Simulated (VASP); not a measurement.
# RbBr (Fm-3m) in VASP: notebook

Runs on RbBr. Level: PBEsol. Tasks: single point, relaxation of cell and atoms.

Everything below comes from runs of VASP 6.6.1. Logs are shortened: lines on timing, memory, paths and dates and some standing lists are left out, and cuts for length are marked.

## Step 1: The cell of the first run

Symmetry: Fm-3m, No. 225, cubic system. Conventional cell: a = 6.850 Å, b = 6.850 Å, c = 6.850 Å, α = 90.00°, β = 90.00°, γ = 90.00°. Within 4.5 Å of Rb (site symmetry m-3m) lie 6 Br at 3.42 Å. Within 4.5 Å of Br (site symmetry m-3m) lie 6 Rb at 3.42 Å.

## Step 2: Single point, PBEsol

Input file INCAR:

```
ALGO = Normal
EDIFF = 1E-6
ENCUT = 520
GGA = PS
ISIF = 2
ISMEAR = -1
LASPH = T
LCHARG = F
LREAL = F
LWAVE = F
NBANDS = 15
NELM = 60
PREC = Accurate
SIGMA = 0.08
```

Input file KPOINTS:

```
k-points
0
Gamma
  8 8 8
```

Input file POSCAR:

```
RbBr
1.0
    0.0000000000      3.4249234695      3.4249234695
    3.4249234695      0.0000000000      3.4249234695
    3.4249234695      3.4249234695      0.0000000000
Rb Br
1 1
Direct
    0.0000000000      0.0000000000      0.0000000000
    0.5000000000      0.5000000000      0.5000000000
```

Potentials or basis: VASP PAW PBE potentials, release 64 (Rb_sv, Br).

Launch:

```bash
$ cat potpaw_PBE.64/Rb_sv/POTCAR potpaw_PBE.64/Br/POTCAR > POTCAR
$ mpirun -np 1 vasp_std > vasp.out
```

OUTCAR:

```text
EDIFF = 1E-6
   ENCUT = 520
   GGA = PS
   ISIF = 2
   ISMEAR = -1
   LASPH = T
   LREAL = F
   NELM = 60
   PREC = Accurate

 ion  position               nearest neighbor table
   1  0.000  0.000  0.000-   2 3.42   2 3.42   2 3.42   2 3.42   2 3.42   2 3.42
   2  0.500  0.500  0.500-   1 3.42   1 3.42   1 3.42   1 3.42   1 3.42   1 3.42

  LATTYP: Found a face centered cubic cell.
 ALAT       =     6.8498469390

  Lattice vectors:

 A1 = (   0.0000000000,   3.4249234695,   3.4249234695)
 A2 = (   3.4249234695,   0.0000000000,   3.4249234695)
 A3 = (   3.4249234695,   3.4249234695,   0.0000000000)

Analysis of symmetry for initial positions (statically):
=====================================================================
 Subroutine PRICEL returns:
 Original cell was already a primitive cell.

 Routine SETGRP: Setting up the symmetry group for a
 face centered cubic supercell.

 Subroutine GETGRP returns: Found 48 space group operations
 (whereof 48 operations were pure point group operations)
 out of a pool of 48 trial point group operations.

The static configuration has the point symmetry O_h .

Analysis of symmetry for dynamics (positions and initial velocities):
=====================================================================
 Subroutine PRICEL returns:
 Original cell was already a primitive cell.

 Routine SETGRP: Setting up the symmetry group for a
 face centered cubic supercell.

 Subroutine GETGRP returns: Found 48 space group operations
 (whereof 48 operations were pure point group operations)
 out of a pool of 48 trial point group operations.

The dynamic configuration has the point symmetry O_h .

 Subroutine INISYM returns: Found 48 space group operations
 (whereof 48 operations are pure point group operations),
 and found     1 'primitive' translations

----------------------------------------------------------------------------------------

                                     Primitive cell

  volume of cell :      80.3494

  direct lattice vectors                    reciprocal lattice vectors
     0.000000000  3.424923469  3.424923469    -0.145988664  0.145988664  0.145988664
     3.424923469  0.000000000  3.424923469     0.145988664 -0.145988664  0.145988664
     3.424923469  3.424923469  0.000000000     0.145988664  0.145988664 -0.145988664

  length of vectors
     4.843573221  4.843573221  4.843573221     0.252859783  0.252859783  0.252859783

  position of ions in fractional coordinates (direct lattice)
     0.000000000  0.000000000  0.000000000
     0.500000000  0.500000000  0.500000000

  ion indices of the primitive-cell ions
   primitive index   ion index
                 1           1
                 2           2

----------------------------------------------------------------------------------------

 KPOINTS: k-points

Automatic generation of k-mesh.
 Grid dimensions read from file:
 generate k-points for:    8    8    8

 Generating k-lattice:

  Cartesian coordinates                     Fractional coordinates (reciprocal lattice)
    -0.018248583  0.018248583  0.018248583     0.125000000  0.000000000  0.000000000
     0.018248583 -0.018248583  0.018248583     0.000000000  0.125000000  0.000000000
     0.018248583  0.018248583 -0.018248583     0.000000000  0.000000000  0.125000000

  Length of vectors
     0.031607473  0.031607473  0.031607473

  Shift w.r.t. Gamma in fractional coordinates (k-lattice)
     0.000000000  0.000000000  0.000000000

 Subroutine IBZKPT returns following result:
 ===========================================

 Found     29 irreducible k-points:

 Following reciprocal coordinates:
            Coordinates               Weight
  0.000000  0.000000  0.000000      1.000000
  0.125000  0.000000  0.000000      8.000000
  0.250000  0.000000  0.000000      8.000000
  0.375000  0.000000  0.000000      8.000000
  0.500000  0.000000  0.000000      4.000000
  0.125000  0.125000  0.000000      6.000000
[... 16 lines left out ...]
  0.500000  0.250000  0.125000     48.000000
 -0.375000  0.250000  0.125000     24.000000
 [... further k-points ...]
   k-points           NKPTS =     29   k-points in BZ     NKDIM =     29   number of bands    NBANDS=     15
   number of dos      NEDOS =    301   number of ions     NIONS =      2
   total plane-waves  NPLWV =  46656
   dimension x,y,z NGX =    36 NGY =   36 NGZ =   36
   dimension x,y,z NGXF=    72 NGYF=   72 NGZF=   72
   ions per type =               1   1
   NGX,Y,Z   is equivalent  to a cutoff of  12.36, 12.36, 12.36 a.u.
   NGXF,Y,Z  is equivalent  to a cutoff of  24.71, 24.71, 24.71 a.u.
 SYSTEM =  unknown system
   PREC   = accura    normal or accurate (medium, high low for compatibility)
   ISTART =      0    job   : 0-new  1-cont  2-samecut
   ICHARG =      2    charge: 1-file 2-atom 10-const
   ISPIN  =      1    spin polarized calculation?
   LNONCOLLINEAR =      F non collinear calculations
   LSORBIT =      F    spin-orbit coupling
   LASPH  =      T    aspherical Exc in radial PAW
   ENCUT  =  520.0 eV  38.22 Ry    6.18 a.u.   9.01  9.01  9.01*2*pi/ulx,y,z
   NELM   =     60;   NELMIN=  2; NELMDL= -5     # of ELM steps
   EDIFF  = 0.1E-05   stopping-criterion for ELM
   LREAL  =      F    real-space projection
   EDIFFG = 0.1E-04   stopping-criterion for IOM
   NSW    =      0    number of steps for IOM
   IBRION =     -1    ionic relax: 0-MD 1-quasi-New 2-CG
   NFREE  =      0    steps in history (QN), initial steepest desc. (CG)
   ISIF   =      2    stress and relaxation
   ISYM   =      2    0-nonsym 1-usesym 2-fastsym
   POTIM  = 0.5000    time-step for ionic-motion
   TEBEG  =    0.0;   TEEND  =   0.0 temperature during run
   PSTRESS=    0.0 pullay stress
   NELECT =      16.0000    total number of electrons
   NUPDOWN=      -1.0000    fix difference up-down
   EMIN   =  10.00;   EMAX   =-10.00  energy-range for DOS
   EFERMI =   0.00;   METHOD = LEGACY
   ISMEAR =    -1;   SIGMA  =   0.08  broadening in eV -4-tet -1-fermi 0-gaus
   EFERMI_NEDOS =   21; number of points for ismear=-14 and -15
   IALGO  =     38    algorithm
   IMIX   =      4    mixing-type and parameters
     AMIX     =   0.40;   BMIX     =  1.00
     AMIX_MAG =   1.60;   BMIX_MAG =  1.00
  volume/ion in A,a.u.               =      40.17       271.11
  Fermi-wavevector in a.u.,A,eV,Ry     =   0.955991  1.806562 12.434629  0.913919
  Thomas-Fermi vector in A             =   2.084879
   LORBIT       =      0    0 simple, 1 ext, 2 COOP (PROOUT), +10 PAW based schemes
   GGA     = PS    functional components
   LHFCALC =     F    Hartree Fock is set to
   AEXX    =    0.0000 exact exchange contribution
   IVDW    =     0    specifies the selected vdW correction
   LEPSILON=     F    determine dielectric tensor
   LRPA    =     F    only Hartree local field effects (RPA)
 non-spin polarized calculation
  energy-cutoff  :      520.00
  volume of cell :       80.35
 maximum number of plane-waves:      2200
   NGX = 17   NGY = 17   NGZ = 17

 number of electron      15.9999999 magnetization

 Free energy of the ion-electron system (eV)
  ---------------------------------------------------
  ext. energy  EPLUGINS =         0.00000000
  ---------------------------------------------------
  free energy    TOTEN  =        -6.35539494 eV

  energy without entropy =       -6.35539494  energy(sigma->0) =       -6.35539494

 E-fermi :  -0.0543     XC(G=0):  -7.4129

 val. band max:       -1.8384423976   @ k =   0.0000   0.0000   0.0000
 cond. band min:       2.3772594096   @ k =   0.0000   0.0000   0.0000
 fundamental gap:      4.2157018072
 Fermi energy:        -0.0542900584

 k-point     1 :       0.0000    0.0000    0.0000
  band No.  band energies     occupation
      1     -26.1898      2.00000
      2     -14.0335      2.00000
      3     -10.2775      2.00000
      4     -10.2775      2.00000
      5     -10.2775      2.00000
      6      -1.8384      2.00000
      7      -1.8384      2.00000
      8      -1.8384      2.00000
      9       2.3773      0.00000
     10       5.3621      0.00000
     11       5.3621      0.00000
     12       5.3621      0.00000
     13       6.2545      0.00000
     14       6.2545      0.00000
     15       8.9702      0.00000

 k-point     2 :       0.1250    0.0000    0.0000
  band No.  band energies     occupation
      1     -26.1884      2.00000
      2     -14.0397      2.00000
      3     -10.2787      2.00000
      4     -10.2787      2.00000
      5     -10.2707      2.00000
      6      -2.0317      2.00000
      7      -1.8964      2.00000
      8      -1.8964      2.00000
      9       2.7619      0.00000
     10       5.2570      0.00000
     11       5.5499      0.00000
     12       5.5499      0.00000
     13       6.4897      0.00000
     14       6.4897      0.00000
     15       9.5724      0.00000

 k-point     3 :       0.2500    0.0000    0.0000
  band No.  band energies     occupation
      1     -26.1849      2.00000
      2     -14.0548      2.00000
      3     -10.2815      2.00000
      4     -10.2815      2.00000
      5     -10.2544      2.00000
      6      -2.4198      2.00000
      7      -2.0296      2.00000
      8      -2.0296      2.00000
      9       3.6606      0.00000
     10       5.2102      0.00000
     11       6.0907      0.00000
     12       6.0907      0.00000
     13       7.1334      0.00000
     14       7.1334      0.00000
     15      10.5054      0.00000

 k-point     4 :       0.3750    0.0000    0.0000
  band No.  band energies     occupation
      1     -26.1814      2.00000
      2     -14.0696      2.00000
      3     -10.2843      2.00000
      4     -10.2843      2.00000
      5     -10.2381      2.00000
      6      -2.7396      2.00000
      7      -2.1548      2.00000
      8      -2.1548      2.00000
      9       4.5199      0.00000
     10       5.4972      0.00000
     11       6.9123      0.00000
     12       6.9123      0.00000
     13       7.9531      0.00000
     14       7.9531      0.00000
     15       9.3802      0.00000
[... 307 lines left out ...]
 k-point    22 :       0.3750    0.2500    0.1250
  band No.  band energies     occupation
      1     -26.1824      2.00000
      2     -14.0444      2.00000
      3     -10.3286      2.00000
      4     -10.2917      2.00000
      5     -10.2645      2.00000
      6      -2.5299      2.00000
      7      -2.0843      2.00000
      8      -1.9922      2.00000
      9       4.1297      0.00000
     10       4.6361      0.00000
     11       6.6689      0.00000
     12       6.9785      0.00000
     13       7.1134      0.00000
     14       7.8072      0.00000
     15       9.6247      0.00000

 k-point    23 :       0.5000    0.2500    0.1250
  band No.  band energies     occupation
      1     -26.1797      2.00000
      2     -14.0426      2.00000
      3     -10.3484      2.00000
      4     -10.3139      2.00000
      5     -10.2625      2.00000
      6      -2.6086      2.00000
      7      -2.1826      2.00000
      8      -2.1007      2.00000
      9       4.7457      0.00000
     10       5.0624      0.00000
     11       6.9796      0.00000
     12       7.2483      0.00000
     13       7.6827      0.00000
     14       8.2133      0.00000
     15       9.1290      0.00000

 k-point    24 :      -0.3750    0.2500    0.1250
  band No.  band energies     occupation
      1     -26.1786      2.00000
      2     -14.0417      2.00000
      3     -10.3487      2.00000
      4     -10.3341      2.00000
      5     -10.2588      2.00000
      6      -2.6280      2.00000
      7      -2.2009      2.00000
      8      -2.1792      2.00000
      9       5.0090      0.00000
     10       5.4718      0.00000
     11       6.9482      0.00000
     12       7.0809      0.00000
     13       8.0183      0.00000
     14       8.8398      0.00000
     15       9.0644      0.00000

 [... further k-points ...]

------------------------ aborting loop because EDIFF is reached ----------------------------------------

  FORCE on cell =-STRESS in cart. coord.  units (eV):
  Direction    XX          YY          ZZ          XY          YZ          ZX
  --------------------------------------------------------------------------------------
  -------------------------------------------------------------------------------------
  Total       -0.0000653     -0.0000653     -0.0000653     -0.0000000     -0.0000000      0.0000000
  in kB       -0.0013019     -0.0013019     -0.0013019     -0.0000000     -0.0000000      0.0000000
  external PRESSURE =      -0.0013019 kB  Pullay stress =       0.0000000 kB

 VOLUME and BASIS-vectors are now :
 -----------------------------------------------------------------------------
  energy-cutoff  :      520.00
  volume of cell :       80.35
      direct lattice vectors                 reciprocal lattice vectors
     0.000000000  3.424923469  3.424923469    -0.145988664  0.145988664  0.145988664
     3.424923469  0.000000000  3.424923469     0.145988664 -0.145988664  0.145988664
     3.424923469  3.424923469  0.000000000     0.145988664  0.145988664 -0.145988664

 POSITION                                       TOTAL-FORCE (eV/Angst)
 -----------------------------------------------------------------------------------
      0.00000      0.00000      0.00000         0.000000      0.000000      0.000000
      3.42492      3.42492      3.42492        -0.000000     -0.000000      0.000000
 -----------------------------------------------------------------------------------
    total drift:                                0.000000      0.000000      0.000000

  FREE ENERGIE OF THE ION-ELECTRON SYSTEM (eV)
  ---------------------------------------------------
  free  energy   TOTEN  =        -6.3553949397 eV

  energy  without entropy=       -6.3553949395  energy(sigma->0) =       -6.35539494
```

Wall time 28 s (1 thread of Intel Xeon Platinum 8259CL at 2.50GHz (Skylake/Cascade Lake), shared host); peak memory 0.21 GiB.

Results:

| Quantity | Value |
| --- | --- |
| Free energy | -6.3554 eV |
| Pressure | 0.0 GPa |
| Band gap on the k mesh | 4.22 eV, direct |

Levels at points of the mesh, in eV from the valence-band top:
| k point | band 5 | band 6 | band 7 | band 8 | band 9 | band 10 | band 11 | band 12 |
| --- | --- | --- | --- | --- | --- | --- | --- | --- |
| (0.00, 0.00, 0.00) | -8.44 | 0.00 | 0.00 | 0.00 | 4.22 | 7.20 | 7.20 | 7.20 |
| (0.50, 0.00, 0.00) | -8.39 | -1.02 | -0.37 | -0.37 | 6.67 | 7.62 | 9.44 | 9.44 |
| (0.50, 0.50, 0.00) | -8.51 | -0.49 | -0.16 | -0.16 | 5.49 | 7.02 | 9.06 | 9.15 |

Caveat: the PAW data sets were made with another functional, which shifts forces and pressure a little.

## Step 3: Relaxation of cell and atoms, PBEsol

Input file INCAR:

```
SYSTEM = RbBr
ALGO = Normal
EDIFF = 1E-6
EDIFFG = -0.002
ENCUT = 600
GGA = PS
IBRION = 2
ISIF = 3
ISMEAR = -1
LASPH = .True.
LCHARG = .False.
LREAL = .False.
LWAVE = .False.
NELM = 80
NSW = 100
PREC = Accurate
SIGMA = 0.08
```

Input file KPOINTS:

```
k-points
0
Gamma
  8 8 8
  0 0 0
```

Input file POSCAR:

```
RbBr
1.0
    0.0000000000      3.4270000000      3.4270000000
    3.4270000000      0.0000000000      3.4270000000
    3.4270000000      3.4270000000      0.0000000000
Rb Br
1 1
Direct
    0.0000000000      0.0000000000      0.0000000000
    0.5000000000      0.5000000000      0.5000000000
```

Potentials or basis: VASP PAW PBE potentials, release 64 (Rb_sv, Br).

Launch:

```bash
$ cat potpaw_PBE.64/Rb_sv/POTCAR potpaw_PBE.64/Br/POTCAR > POTCAR
$ mpirun -np 1 vasp_std > vasp.out
```

Run time: 76 s. Hardware: 1 thread of Intel Xeon Platinum 8259CL at 2.50GHz (Skylake/Cascade Lake), shared host; peak memory 0.27 GiB.

Results (log left out):

- Free energy: -6.3554 eV
- Relaxed volume: 40.18 Å³/atom
- Relaxed cell: a = 4.844 Å, b = 4.844 Å, c = 4.844 Å, α = 60.00°, β = 60.00°, γ = 60.00°
- Space group after relaxing (to 0.05 Å): Fm-3m (No. 225)
- Energy gained by relaxing: 0.0 meV/atom
- Ionic steps: 4
- Pressure after relaxing: 0.0 GPa
- Band gap on the k mesh: 4.22 eV, direct

Final structure:
```
Rb Br
1.0
     0.00000    3.42515    3.42515
     3.42515    0.00000    3.42515
     3.42515    3.42515    0.00000
Rb Br
1 1
Direct
  0.00000 0.00000 0.00000
  0.50000 0.50000 0.50000
```

Levels at points of the mesh, in eV from the valence-band top:
```tsv
k point	band 5	band 6	band 7	band 8	band 9	band 10	band 11	band 12
(0.00, 0.00, 0.00)	-8.44	0.00	0.00	0.00	4.22	7.20	7.20	7.20
(0.50, 0.00, 0.00)	-8.39	-1.02	-0.37	-0.37	6.67	7.62	9.44	9.44
(0.50, 0.50, 0.00)	-8.51	-0.49	-0.16	-0.16	5.49	7.02	9.06	9.15
```

Caveat: the PAW data sets were made with another functional, which shifts forces and pressure a little. A k mesh can miss the band edges.
